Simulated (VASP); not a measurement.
Set up this calculation in VASP 6.6.1, as the native input.

```yaml
Task: single point
Functional: PBE
Potentials_or_basis: VASP PAW PBE potentials, release 64 (Ta_pv, N)
Cutoff: 520 eV
k_mesh: 18 × 18 × 18
Occupations: gaussian, width 0.15 eV
Spin: no spin polarisation
Dipole_correction: no
Further_INCAR_settings: ALGO = Normal; EDIFF = 1e-06; NBANDS = 15
```

The structure of TaN lies in POSCAR:

```
TaN
1.0
    0.0000000000      2.1245250000      2.1790000000
    2.1245250000      0.0000000000      2.1790000000
    2.1245250000      2.1245250000      0.0000000000
Ta N
1 1
Direct
    0.5000000000      0.5000000000      0.5000000000
    0.0000000000      0.0000000000      0.0000000000
```

This cell differs from its parent crystal: strain -0.025 along x and y, +0.000 along z.

The input as run:

INCAR

```
PREC = Accurate
ENCUT = 520
EDIFF = 1E-6
ISMEAR = 0
SIGMA = 0.15
LREAL = False
LASPH = True
NELM = 100
ALGO = Normal
ISIF = 2
LWAVE = False
LCHARG = False
GGA = PE
NBANDS = 15
```

KPOINTS

```
Automatic mesh
0
Gamma
  18 18 18
```

Potentials or basis: VASP PAW PBE potentials, release 64 (Ta_pv, N).

Launch:

```sh
$ cat potpaw_PBE.64/Ta_pv/POTCAR potpaw_PBE.64/N/POTCAR > POTCAR
$ mpirun -np 1 vasp_std > vasp.out
```

Results of the run:

```yaml
Pressure: 38.6 GPa
Band_gap_on_the_k_mesh: zero (bands 8 and 9 overlap by 4.28 eV)
```

Caveat: the cell differs from its parent crystal (strain -0.025 along x and y, +0.000 along z); the cell stands under pressure; spin-orbit coupling is left out, which moves the levels of the heavy elements.

Wall time 44 s on 1 thread of Intel(R) Xeon(R) 6975P-C (Granite Rapids), with other jobs on the host, peak memory 0.25 GiB.
